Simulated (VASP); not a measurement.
**InAs: single point with PBE**

Crystal: InAs.

```
In As
1.0
     0.00000    3.05459    3.05459
     3.05459    0.00000    3.05459
     3.05459    3.05459    0.00000
In As
1 1
Cartesian
  0.0000 0.0000 0.0000
  1.5273 1.5273 1.5273
```

| Property | Result |
| --- | --- |
| Program | VASP 6.6.1 |
| Task | single point |
| Functional | PBE |
| Potentials or basis | VASP PAW PBE potentials, release 64 (In_d, As) |
| Cutoff | 520 eV |
| k mesh | 8 × 8 × 8 |
| Occupations | fermi-dirac, width 0.02 eV |
| Spin | no spin polarisation |

```json
{
  "Pressure": "2.1 GPa",
  "Band gap on the k mesh": "zero (filled and empty bands touch)"
}
```

Levels at points of the mesh, in eV from the Fermi level:
| k point | band 5 | band 6 | band 7 | band 8 | band 9 | band 10 | band 11 | band 12 | band 13 | band 14 |
| --- | --- | --- | --- | --- | --- | --- | --- | --- | --- | --- |
| (0.00, 0.00, 0.00) | -14.23 | -11.68 | -0.37 | -0.01 | -0.01 | -0.01 | 3.88 | 3.88 | 3.88 | 7.39 |
| (0.50, 0.00, 0.00) | -14.23 | -10.30 | -5.62 | -0.96 | -0.96 | 0.88 | 4.64 | 4.64 | 6.80 | 8.87 |
| (0.50, 0.50, 0.00) | -14.21 | -9.80 | -5.72 | -2.23 | -2.23 | 1.58 | 2.04 | 8.97 | 9.05 | 9.05 |

It took 34 s on 1 thread of Intel Xeon 8259CL, with other jobs on the host, peak memory 0.18 GiB.

Caveat: semilocal functionals underestimate gaps, so a narrow gap can read as zero; spin-orbit coupling is left out, which moves the levels of the heavy elements.
